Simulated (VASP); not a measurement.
Write the native input for VASP 6.6.1 that does the following.

```
Task                   : single point
Functional             : PBE
Potentials or basis    : VASP PAW PBE potentials, release 64 (Nb_sv, Sn_d)
Cutoff                 : 520 eV
k mesh                 : 3 × 3 × 4
Occupations            : gaussian, width 0.1 eV
Spin                   : no spin polarisation
Dipole correction      : no
Further INCAR settings : ALGO = Normal; EDIFF = 1e-07; NBANDS = 63
```

The structure of Nb3Sn lies in POSCAR:

```
Nb3Sn
1.0
    5.9433675744      0.0000000000      0.0000000000
   -2.9716837872      5.1471073035      0.0000000000
    0.0000000000      0.0000000000      4.9734697611
Nb Sn
6 2
Direct
    0.8415751815      0.6831503629      0.2500000000
    0.1584248185      0.8415751815      0.7500000000
    0.3168496371      0.1584248185      0.2500000000
    0.1584248185      0.3168496371      0.7500000000
    0.8415751815      0.1584248185      0.2500000000
    0.6831503629      0.8415751815      0.7500000000
    0.3333333333      0.6666666667      0.2500000000
    0.6666666667      0.3333333333      0.7500000000
```

One way to write it, as run:

INCAR

```
  PREC = Accurate
  ENCUT = 520
  EDIFF = 1E-7
  ISMEAR = 0
  SIGMA = 0.1
  LREAL = False
  LASPH = True
  NELM = 80
  ALGO = Normal
  ISIF = 2
  LWAVE = False
  LCHARG = False
  GGA = PE
  NBANDS = 63
```

KPOINTS

```
regular mesh
0
Gamma
  3 3 4
```

Potentials or basis: VASP PAW PBE potentials, release 64 (Nb_sv, Sn_d).

Launch:

```console
$ cat potpaw_PBE.64/Nb_sv/POTCAR potpaw_PBE.64/Sn_d/POTCAR > POTCAR
$ mpirun -np 1 vasp_std > vasp.out
```

It gave:

| Item | Value |
| --- | --- |
| Pressure | -0.2 GPa |
| Largest force | 0.008 eV/Å |
| Band gap on the k mesh | zero (bands 53 and 54 overlap by 1.02 eV) |

Caveat: the k points lie up to 0.41 Å⁻¹ apart, too coarse for converged energies and pressures of a metal; spin-orbit coupling is left out, which moves the levels of the heavy elements.

It took 77 s on 1 thread of AMD EPYC 9R45 96-Core Processor (Zen 5) (shared host), peak memory 0.28 GiB.
